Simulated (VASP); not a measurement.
**Si2B: relaxation of cell and atoms with PBE**

Crystal: Si2B.

```
Si B
1.0
     3.03717   -3.48633    0.00000
     3.03717    3.48633    0.00000
     0.00000    0.00000    2.97998
Si B
2 1
Direct
  0.00000 0.50000 0.00000
  0.50000 0.00000 0.00000
  0.50000 0.50000 0.00000
```

The cell was generated, and may not be a known phase.

* Program: VASP 6.6.1
* Task: relaxation of cell and atoms
* Functional: PBE
* Potentials or basis: VASP PAW PBE potentials, release 64 (Si, B)
* Cutoff: 600 eV
* k mesh: 4 × 4 × 6
* Occupations: gaussian, width 0.1 eV
* Spin: no spin polarisation
* Dipole correction: no
* Further INCAR settings: ALGO = Normal; EDIFF = 1e-06; IBRION = 2; EDIFFG = -0.04; NSW = 90; ISIF = 3

- Relaxed volume: 13.74 Å³/atom
- Relaxed cell: a = 4.217 Å, b = 4.217 Å, c = 2.412 Å, α = 90.00°, β = 90.00°, γ = 106.15°
- Space group after relaxing (to 0.1 Å): Cmmm (No. 65)
- Energy gained by relaxing: 645.3 meV/atom
- Ionic steps: 22
- Pressure after relaxing: -0.1 GPa
- Band gap on the k mesh: zero (an odd number of electrons rules out a gap without spin polarisation)

Stress tensor (GPa, compression positive):
```
-0.11  0.00  0.00
 0.00  0.03  0.00
 0.00  0.00 -0.22
```

Step by step:
```
step  energy change (eV)  largest force (eV/Å)  pressure (GPa)  volume (Å³)
   1              0.0000                0.0000          -16.63        63.11
   2             -1.5522                0.0000           -7.01        45.18
   3             -1.6606                0.0000            3.09        40.65
   4             -1.5316                0.0000           18.95        36.98
   5             -1.8421                0.0000            6.94        39.11
   6             -1.8453                0.0000            7.80        38.88
   7             -1.8924                0.0000           -3.33        42.36
   8             -1.9069                0.0000           -0.03        41.15
   9             -1.9122                0.0000           -0.26        41.22
  10             -1.9265                0.0000           -0.87        41.41
  11             -1.9265                0.0000           -0.97        41.45
  12             -1.9267                0.0000           -0.93        41.43
  13             -1.9279                0.0000           -0.92        41.43
  14             -1.9303                0.0000           -0.86        41.42
  15             -1.9325                0.0000           -0.69        41.39
  16             -1.9332                0.0000            0.03        41.31
  17             -1.9343                0.0000           -0.52        41.36
  18             -1.9340                0.0000           -0.17        41.33
  19             -1.9344                0.0000           -0.40        41.35
  20             -1.9352                0.0000           -0.35        41.31
  21             -1.9360                0.0000           -0.17        41.23
  22             -1.9360                0.0000           -0.10        41.21
```

Final structure:
```yaml
crystal:
  lattice:
    - [2.53370, -3.37142, 0.00000]
    - [2.53370, 3.37142, 0.00000]
    - [0.00000, 0.00000, 2.41193]
  atoms:
    - { symbol: Si, position: [0.00000, 0.50000, 0.00000] }
    - { symbol: Si, position: [0.50000, 0.00000, 0.00000] }
    - { symbol: B, position: [0.50000, 0.50000, 0.00000] }
```

Levels at points of the mesh, in eV from the Fermi level:
```
           k point  band 4  band 5  band 6  band 7  band 8  band 9
(0.00, 0.00, 0.00)   -4.50   -3.45   -1.55    2.93    6.83    6.87
(0.50, 0.00, 0.00)   -5.05    0.06    0.08    2.69    5.52    7.22
(0.50, 0.50, 0.00)   -5.51    1.74    3.01    3.08    6.45    7.54
(0.00, 0.00, 0.50)   -1.16   -1.13    0.89    1.19    1.73    2.39
(0.50, 0.00, 0.50)   -4.02   -1.78    0.23    0.23    4.03    5.13
(0.50, 0.50, 0.50)   -3.44   -3.21   -2.08   -1.05    2.56    5.18
```

Run time: 3.6 min on 1 thread of Intel(R) Xeon(R) Platinum 8375C CPU @ 2.90GHz (Ice Lake), with other jobs on the host, peak memory 0.2 GiB.

Caveat: the volume moved by over 15 % at a fixed basis, so the end points are rough.
